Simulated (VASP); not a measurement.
A run of VASP 6.6.1 is set up as follows.

File INCAR:

```
SYSTEM = Nb
PREC     = Accurate       ! precision mode
ENCUT    = 520            ! plane-wave cutoff, eV
EDIFF    = 1E-7           ! SCF threshold, eV
ISMEAR   = -1             ! smearing method
SIGMA    = 0.1            ! smearing width, eV
LREAL    = .False.        ! projectors in reciprocal space
LASPH    = .True.         ! aspherical terms in the spheres
NELM     = 100            ! most SCF steps
ALGO     = Normal         ! electronic algorithm
ISIF     = 2              ! what is computed and relaxed
LWAVE    = .False.        ! write WAVECAR
LCHARG   = .True.         ! write CHGCAR
GGA      = PE             ! functional
LELF     = .True.         ! ELF
LVHAR    = .True.       
NBANDS   = 20             ! bands
```

The input KPOINTS:

```
Automatic mesh
0
Gamma
  10 10 10
  0 0 0
```

File POSCAR:

```
Nb
1.0
    0.0000000000      2.9969481189      2.9969481189
    2.9969481189      0.0000000000      2.9969481189
    2.9969481189      2.9969481189      0.0000000000
Nb
2
Direct
    0.1250000000      0.1250000000      0.1250000000
    0.8750000000      0.8750000000      0.8750000000
```

Potentials or basis: VASP PAW PBE potentials, release 64 (Nb_sv).

The run is started by

```sh
$ cat potpaw_PBE.64/Nb_sv/POTCAR > POTCAR
$ mpirun -np 1 vasp_std > vasp.out
```

What does it give for the band gap on the k mesh?

Zero (band 13 reaches 6.74 eV, above the bottom of band 14 at 5.58 eV).

Predict the pressure.

-2.4 GPa.
